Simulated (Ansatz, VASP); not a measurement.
# Ta2C in VASP and in Ansatz

Contents of POSCAR:

```
Ta2C
1.0
    3.1059007354      0.0000000000      0.0000000000
   -1.5529503677      2.6897889385      0.0000000000
    0.0000000000      0.0000000000      4.9464000000
Ta C
2 1
Direct
    0.3333333333      0.6666666667      0.2520100000
    0.6666666667      0.3333333333      0.7479900000
    0.0000000000      0.0000000000      0.0000000000
```

The input INCAR.step1:

```
SYSTEM = Ta2C
  PREC = Accurate
  ENCUT = 520
  ISMEAR = 0
  SIGMA = 0.1
  LREAL = .FALSE.
  LASPH = .TRUE.
  NELM = 100
  NBANDS = 20
  GGA = PE
  ALGO = Normal
  EDIFF = 1E-4
  LWAVE = .TRUE.
  LCHARG = .FALSE.
```

Contents of INCAR.step2:

```
SYSTEM = Ta2C
  PREC = Accurate
  ENCUT = 520
  EDIFF = 1E-6
  ISMEAR = 0
  SIGMA = 0.1
  LREAL = .FALSE.
  LASPH = .TRUE.
  NELM = 100
  ALGO = Normal
  ISIF = 2
  LWAVE = .FALSE.
  LCHARG = .FALSE.
  METAGGA = R2SCAN
  LMIXTAU = .TRUE.
  NBANDS = 20
  ISTART = 1
```

File KPOINTS:

```
Automatic mesh
0
G
  9 9 4
  0 0 0
```

Input for Ansatz:

```yaml
crystal:
  lattice:
    - [3.1059007354, 0.0, 0.0]
    - [-1.5529503677, 2.6897889385, 0.0]
    - [0.0, 0.0, 4.9464]
  atoms:
    - { symbol: Ta, position: [0.3333333333, 0.6666666667, 0.25201] }
    - { symbol: Ta, position: [0.6666666667, 0.3333333333, 0.74799] }
    - { symbol: C, position: [0.0, 0.0, 0.0] }
basis:
  ecutwfc: 500
kpoints:
  mp_grid: { grid: [9, 9, 4] }
hamiltonian:
  xc: r2scan
scf:
  occupations: { method: gaussian, width: 0.1 }
output:
  forces: true
  stress: true
  eigenvalues: true
```

Alike in both runs: task single point; functional r2SCAN; k mesh 9 × 9 × 4; occupations gaussian, width 0.1 eV; no spin polarisation.

|  | VASP | Ansatz |
| --- | --- | --- |
| version | VASP 6.6.1 | Ansatz 0.2.0 |
| potentials or method | VASP PAW PBE potentials, release 64 (Ta_pv, C), cutoff 520 eV | scalar-relativistic, plane waves, PAW |
| valence electrons in the cell | 26 | 30 |

Ansatz gave:

| Property | Result |
| --- | --- |
| gap on the k mesh at the Fermi level (eV) | none |
| pressure (GPa) | 1.1 |
| traceless stress, the component that is largest in VASP (GPa) | -0.25 |
| rms of the force components (eV/Å) | 0.109 |

Problem. Estimate VASP's values.

Solution. gap on the k mesh at the Fermi level (eV): none; pressure (GPa): 1.9; traceless stress, the component that is largest in VASP (GPa): -0.29; rms of the force components (eV/Å): 0.130.

VASP's potentials were made for PBE, not for r2SCAN. Atom by atom the forces differ by 0.021 eV/Å (rms over components). A gap of «none» marks a metal or a gap that the smearing closes. VASP's potentials hold 26 valence electrons a cell and Ansatz's 30, so a difference there can come from the potentials and not from the codes.

Spin-orbit coupling is off throughout.
